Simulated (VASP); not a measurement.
# ReS (F-43m) in VASP: single point with r2SCAN

Aim: the single point of ReS with r2SCAN.

All numbers are computed with VASP 6.6.1; they aren't measurements. Logs are shortened: lines on timing, memory, paths and dates and some standing lists are left out, and cuts for length are marked.

## Step 1: The cell of the first run

Symmetry: F-43m, No. 216, cubic system. Conventional cell: a = 5.209 Å, b = 5.209 Å, c = 5.209 Å, α = 90.00°, β = 90.00°, γ = 90.00°. Re (site symmetry -43m) has 4 S at 2.26 Å within 3.0 Å. Within 3.0 Å of S (site symmetry -43m) lie 4 Re at 2.26 Å.

## Step 2: Single point, r2SCAN, collinear spin

File POSCAR:

```
ReS
1.0
    0.0000000000      2.6046948912      2.6046948912
    2.6046948912      0.0000000000      2.6046948912
    2.6046948912      2.6046948912      0.0000000000
Re S
1 1
Direct
    0.0000000000      0.0000000000      0.0000000000
    0.2500000000      0.2500000000      0.2500000000
```

File INCAR.step1:

```
  PREC = Accurate
  ENCUT = 610
  ISMEAR = 0
  SIGMA = 0.05
  LREAL = False
  LASPH = True
  NELM = 200
  ISPIN = 2
  MAGMOM = 0.5 0
  LMAXMIX = 4
  NBANDS = 22
  GGA = PE
  ALGO = Normal
  EDIFF = 1E-5
  LWAVE = True
  LCHARG = False
  GGA_COMPAT = False
```

File INCAR.step2:

```
  PREC = Accurate
  ENCUT = 610
  EDIFF = 1E-6
  ISMEAR = 0
  SIGMA = 0.05
  LREAL = False
  LASPH = True
  NELM = 200
  ALGO = Normal
  ISIF = 2
  LWAVE = False
  LCHARG = False
  ISPIN = 2
  MAGMOM = 0.5 0
  LORBIT = 11
  LMAXMIX = 4
  METAGGA = R2SCAN
  LMIXTAU = True
  NBANDS = 22
  ISTART = 1
  GGA_COMPAT = False
```

File KPOINTS:

```
regular mesh
0
Gamma
  12 12 12
```

Potentials or basis: VASP PAW PBE potentials, release 64 (Re_sv_GW, S).

The run is started by

```
$ cat potpaw_PBE.64/Re_sv_GW/POTCAR potpaw_PBE.64/S/POTCAR > POTCAR
$ cp INCAR.step1 INCAR
$ mpirun -np 1 vasp_std > vasp.out
$ cp INCAR.step2 INCAR
$ mpirun -np 1 vasp_std > vasp.out
```

OUTCAR:

```text
PREC = Accurate
   ENCUT = 610
   EDIFF = 1E-6
   ISMEAR = 0
   LREAL = False
   LASPH = True
   NELM = 200
   ISIF = 2
   ISPIN = 2
   LORBIT = 11
   METAGGA = R2SCAN
   ISTART = 1

 ion  position               nearest neighbor table
   1  0.000  0.000  0.000-   2 2.26   2 2.26   2 2.26   2 2.26
   2  0.250  0.250  0.250-   1 2.26   1 2.26   1 2.26   1 2.26

  LATTYP: Found a face centered cubic cell.
 ALAT       =     5.2093897824

  Lattice vectors:

 A1 = (   0.0000000000,   2.6046948912,   2.6046948912)
 A2 = (   2.6046948912,   0.0000000000,   2.6046948912)
 A3 = (   2.6046948912,   2.6046948912,   0.0000000000)

Analysis of symmetry for initial positions (statically):
=====================================================================
 Subroutine PRICEL returns:
 Original cell was already a primitive cell.

 Routine SETGRP: Setting up the symmetry group for a
 face centered cubic supercell.

 Subroutine GETGRP returns: Found 24 space group operations
 (whereof 24 operations were pure point group operations)
 out of a pool of 48 trial point group operations.

The static configuration has the point symmetry T_d .

Analysis of symmetry for dynamics (positions and initial velocities):
=====================================================================
 Subroutine PRICEL returns:
 Original cell was already a primitive cell.

 Routine SETGRP: Setting up the symmetry group for a
 face centered cubic supercell.

 Subroutine GETGRP returns: Found 24 space group operations
 (whereof 24 operations were pure point group operations)
 out of a pool of 48 trial point group operations.

The dynamic configuration has the point symmetry T_d .

Analysis of structural, dynamic, and magnetic symmetry:
=====================================================================
 Subroutine PRICEL returns:
 Original cell was already a primitive cell.

 Routine SETGRP: Setting up the symmetry group for a
 face centered cubic supercell.

 Subroutine GETGRP returns: Found 24 space group operations
 (whereof 24 operations were pure point group operations)
 out of a pool of 48 trial point group operations.

The overall configuration has the point symmetry T_d .

 Subroutine INISYM returns: Found 24 space group operations
 (whereof 24 operations are pure point group operations),
 and found     1 'primitive' translations

----------------------------------------------------------------------------------------

                                     Primitive cell

  volume of cell :      35.3428

  direct lattice vectors                    reciprocal lattice vectors
     0.000000000  2.604694891  2.604694891    -0.191961063  0.191961063  0.191961063
     2.604694891  0.000000000  2.604694891     0.191961063 -0.191961063  0.191961063
     2.604694891  2.604694891  0.000000000     0.191961063  0.191961063 -0.191961063

  length of vectors
     3.683594841  3.683594841  3.683594841     0.332486314  0.332486314  0.332486314

  position of ions in fractional coordinates (direct lattice)
     0.000000000  0.000000000  0.000000000
     0.250000000  0.250000000  0.250000000

  ion indices of the primitive-cell ions
   primitive index   ion index
                 1           1
                 2           2

----------------------------------------------------------------------------------------

 KPOINTS: regular mesh

Automatic generation of k-mesh.
 Grid dimensions read from file:
 generate k-points for:   12   12   12

 Generating k-lattice:

  Cartesian coordinates                     Fractional coordinates (reciprocal lattice)
    -0.015996755  0.015996755  0.015996755     0.083333333  0.000000000  0.000000000
     0.015996755 -0.015996755  0.015996755     0.000000000  0.083333333  0.000000000
     0.015996755  0.015996755 -0.015996755     0.000000000  0.000000000  0.083333333

  Length of vectors
     0.027707193  0.027707193  0.027707193

  Shift w.r.t. Gamma in fractional coordinates (k-lattice)
     0.000000000  0.000000000  0.000000000

 Subroutine IBZKPT returns following result:
 ===========================================

 Found     72 irreducible k-points:

 Following reciprocal coordinates:
            Coordinates               Weight
  0.000000  0.000000  0.000000      1.000000
  0.083333  0.000000  0.000000      8.000000
  0.166667  0.000000  0.000000      8.000000
  0.250000  0.000000  0.000000      8.000000
  0.333333  0.000000  0.000000      8.000000
  0.416667  0.000000  0.000000      8.000000
[... 16 lines left out ...]
  0.500000  0.166667  0.000000     24.000000
 -0.416667  0.166667  0.000000     24.000000
 [... further k-points ...]
   k-points           NKPTS =     72   k-points in BZ     NKDIM =     72   number of bands    NBANDS=     22
   number of dos      NEDOS =    301   number of ions     NIONS =      2
   total plane-waves  NPLWV =  27000
   dimension x,y,z NGX =    30 NGY =   30 NGZ =   30
   dimension x,y,z NGXF=    60 NGYF=   60 NGZF=   60
   ions per type =               1   1
   NGX,Y,Z   is equivalent  to a cutoff of  13.54, 13.54, 13.54 a.u.
   NGXF,Y,Z  is equivalent  to a cutoff of  27.08, 27.08, 27.08 a.u.
 SYSTEM =  unknown system
   PREC   = accura    normal or accurate (medium, high low for compatibility)
   ISTART =      1    job   : 0-new  1-cont  2-samecut
   ICHARG =      0    charge: 1-file 2-atom 10-const
   ISPIN  =      2    spin polarized calculation?
   LNONCOLLINEAR =      F non collinear calculations
   LSORBIT =      F    spin-orbit coupling
   LASPH  =      T    aspherical Exc in radial PAW
   ENCUT  =  610.0 eV  44.83 Ry    6.70 a.u.   7.42  7.42  7.42*2*pi/ulx,y,z
   NELM   =    200;   NELMIN=  2; NELMDL=  0     # of ELM steps
   EDIFF  = 0.1E-05   stopping-criterion for ELM
   LREAL  =      F    real-space projection
   EDIFFG = 0.1E-04   stopping-criterion for IOM
   NSW    =      0    number of steps for IOM
   IBRION =     -1    ionic relax: 0-MD 1-quasi-New 2-CG
   NFREE  =      0    steps in history (QN), initial steepest desc. (CG)
   ISIF   =      2    stress and relaxation
   ISYM   =      2    0-nonsym 1-usesym 2-fastsym
   POTIM  = 0.5000    time-step for ionic-motion
   TEBEG  =    0.0;   TEEND  =   0.0 temperature during run
   PSTRESS=    0.0 pullay stress
   NELECT =      21.0000    total number of electrons
   NUPDOWN=      -1.0000    fix difference up-down
   EMIN   =  10.00;   EMAX   =-10.00  energy-range for DOS
   EFERMI =   0.00;   METHOD = LEGACY
   ISMEAR =     0;   SIGMA  =   0.05  broadening in eV -4-tet -1-fermi 0-gaus
   EFERMI_NEDOS =   21; number of points for ismear=-14 and -15
   IALGO  =     38    algorithm
   IMIX   =      4    mixing-type and parameters
     AMIX     =   0.40;   BMIX     =  1.00
     AMIX_MAG =   1.60;   BMIX_MAG =  1.00
  volume/ion in A,a.u.               =      17.67       119.25
  Fermi-wavevector in a.u.,A,eV,Ry     =   1.376304  2.600838 25.772332  1.894213
  Thomas-Fermi vector in A             =   2.501561
   LORBIT       =     11    0 simple, 1 ext, 2 COOP (PROOUT), +10 PAW based schemes
   METAGGA = R2SCAN    functional components
   LHFCALC =     F    Hartree Fock is set to
   AEXX    =    0.0000 exact exchange contribution
   IVDW    =     0    specifies the selected vdW correction
   LEPSILON=     F    determine dielectric tensor
   LRPA    =     F    only Hartree local field effects (RPA)
 spin polarized calculation
 Gauss-broadening in eV      SIGMA  =   0.05
  energy-cutoff  :      610.00
  volume of cell :       35.34
 maximum number of plane-waves:      1243
 NGX is ok and might be reduce to    30
   NGX = 15   NGY = 15   NGZ = 15

 number of electron      21.0000000 magnetization       0.2435499

 Free energy of the ion-electron system (eV)
  ---------------------------------------------------
  ext. energy  EPLUGINS =         0.00000000
  ---------------------------------------------------
  free energy    TOTEN  =       -61.62288174 eV

  energy without entropy =      -61.62034340  energy(sigma->0) =      -61.62161257

 E-fermi :   8.5966     XC(G=0): -12.2328

 val. band max:        8.5775688930   @ k =  -0.2500   0.2500   0.0000
 cond. band min:       8.6035762041   @ k =   0.4167   0.0833   0.0000
 fundamental gap:      0.0260073111
 Fermi energy:         8.5966464803

 spin component 1

 k-point     1 :       0.0000    0.0000    0.0000
  band No.  band energies     occupation
      1     -73.1002      1.00000
      2     -34.3870      1.00000
      3     -34.3870      1.00000
      4     -34.3870      1.00000
      5      -8.0500      1.00000
      6       1.9593      1.00000
[... 14 lines left out ...]
     21      24.9299      0.00000
     22      24.9299      0.00000
[... 552 lines left out ...]
  band No.  band energies     occupation
      1     -73.0977      1.00000
      2     -34.4635      1.00000
      3     -34.4134      1.00000
      4     -34.4023      1.00000
      5      -6.8019      1.00000
      6       1.4670      1.00000
[... 14 lines left out ...]
     21      27.1356      0.00000
     22      28.4816      0.00000

 [... further k-points ...]

 spin component 2

 k-point     1 :       0.0000    0.0000    0.0000
  band No.  band energies     occupation
      1     -73.0095      1.00000
      2     -34.2479      1.00000
      3     -34.2479      1.00000
      4     -34.2479      1.00000
      5      -8.0253      1.00000
      6       1.9942      1.00000
[... 14 lines left out ...]
     21      24.9680      0.00000
     22      24.9680      0.00000
[... 552 lines left out ...]
  band No.  band energies     occupation
      1     -73.0070      1.00000
      2     -34.3246      1.00000
      3     -34.2744      1.00000
      4     -34.2632      1.00000
      5      -6.7894      1.00000
      6       1.5179      1.00000
[... 14 lines left out ...]
     21      27.2152      0.00000
     22      28.6002      0.00000

 [... further k-points ...]

------------------------ aborting loop because EDIFF is reached ----------------------------------------

  FORCE on cell =-STRESS in cart. coord.  units (eV):
  Direction    XX          YY          ZZ          XY          YZ          ZX
  --------------------------------------------------------------------------------------
  -------------------------------------------------------------------------------------
  Total       -0.1015605     -0.1015605     -0.1015605     -0.0000000     -0.0000000     -0.0000000
  in kB       -4.6039963     -4.6039963     -4.6039963     -0.0000000     -0.0000000     -0.0000000
  external PRESSURE =      -4.6039963 kB  Pullay stress =       0.0000000 kB

 VOLUME and BASIS-vectors are now :
 -----------------------------------------------------------------------------
  energy-cutoff  :      610.00
  volume of cell :       35.34
      direct lattice vectors                 reciprocal lattice vectors
     0.000000000  2.604694891  2.604694891    -0.191961063  0.191961063  0.191961063
     2.604694891  0.000000000  2.604694891     0.191961063 -0.191961063  0.191961063
     2.604694891  2.604694891  0.000000000     0.191961063  0.191961063 -0.191961063

 POSITION                                       TOTAL-FORCE (eV/Angst)
 -----------------------------------------------------------------------------------
      0.00000      0.00000      0.00000         0.000000      0.000000      0.000000
      1.30235      1.30235      1.30235        -0.000000     -0.000000     -0.000000
 -----------------------------------------------------------------------------------
    total drift:                               -0.000000     -0.000000     -0.000000

  FREE ENERGIE OF THE ION-ELECTRON SYSTEM (eV)
  ---------------------------------------------------
  free  energy   TOTEN  =       -61.6228817361 eV

  energy  without entropy=      -61.6203434029  energy(sigma->0) =      -61.62161257

 total charge

# of ion       s       p       d       f       tot
--------------------------------------------------
    1        3.103   6.019   4.395   0.063  13.580
    2        1.290   2.412   0.000   0.000   3.702
--------------------------------------------------
tot          4.392   8.431   4.395   0.063  17.282

 magnetization (x)

# of ion       s       p       d       f       tot
--------------------------------------------------
    1        0.070   0.002   0.173   0.001   0.245
    2       -0.000   0.003   0.000   0.000   0.003
--------------------------------------------------
tot          0.069   0.005   0.173   0.001   0.248
```

Run time: 5.5 min. Hardware: 1 thread of Intel Xeon 6975P-C (Granite Rapids), shared host; peak memory 0.29 GiB.

What came out:

| Item | Value |
| --- | --- |
| Free energy | -61.6229 eV |
| Pressure | -0.5 GPa |
| Net moment | 0.24 μB per cell |
| Site moments | Re +0.24; S +0.00 μB |
| Valence electrons inside the program's atomic spheres | Re 13.58; S 3.70 |

Levels at points of the mesh, in eV from the Fermi level:
Spin up:
| k point | band 9 | band 10 | band 11 | band 12 | band 13 | band 14 |
| --- | --- | --- | --- | --- | --- | --- |
| (0.00, 0.00, 0.00) | -1.48 | -1.48 | 1.61 | 5.15 | 5.15 | 5.15 |
| (0.50, 0.00, 0.00) | -0.86 | -0.86 | -0.49 | 2.52 | 2.52 | 4.24 |
| (0.50, 0.50, 0.00) | -2.35 | -0.96 | -0.09 | 0.74 | 0.74 | 8.29 |
Spin down:
| k point | band 7 | band 8 | band 9 | band 10 | band 11 | band 12 | band 13 | band 14 |
| --- | --- | --- | --- | --- | --- | --- | --- | --- |
| (0.00, 0.00, 0.00) | -6.60 | -6.60 | -1.17 | -1.17 | 1.71 | 5.17 | 5.17 | 5.17 |
| (0.50, 0.00, 0.00) | -6.09 | -6.09 | -0.58 | -0.58 | -0.41 | 2.57 | 2.57 | 4.31 |
| (0.50, 0.50, 0.00) | -5.05 | -5.05 | -2.28 | -0.70 | 0.28 | 0.79 | 0.79 | 8.36 |

Caveat: a moment this small can come from the mesh or the smearing; the PAW data sets were made with another functional, which shifts forces and pressure a little; spin-orbit coupling is left out, which moves the levels of the heavy elements.
